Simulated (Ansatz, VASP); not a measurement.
**One calculation of Cl, two programs**

```
Cl
1.0
     3.71642    0.00000    0.00000
    -1.85821    3.21851    0.00000
     0.00000    0.00000    3.97586
Cl
2
Direct
  0.33333 0.66667 0.25000
  0.66667 0.33333 0.75000
```

Change from the starting cell: volume scaled by 1.04, crystal datasets.

Alike in both runs: task electric field gradients; functional PBE; k mesh 19 × 19 × 10; occupations fermi-dirac, width 0.03 eV; no spin polarisation.

|  | VASP | Ansatz |
| --- | --- | --- |
| version | VASP 6.6.1 | Ansatz 0.2.0 |
| potentials or method | VASP PAW PBE potentials, release 64 (Cl), cutoff 520 eV | all-electron PAW with datasets made for the crystal, scalar-relativistic |

|  | VASP | Ansatz | Ansatz less VASP |
| --- | --- | --- | --- |
| pressure (GPa) | -1.2 | -1.1 | +0.10 |
| traceless stress, the component that is largest in VASP (GPa) | -0.45 | -0.45 | -0.001 |
| size of Vzz on the site where it differs most (V/Å²) | 137.4 | 138.7 | +1.30 |

Ansatz ran all-electron here, and VASP with PAW potentials.
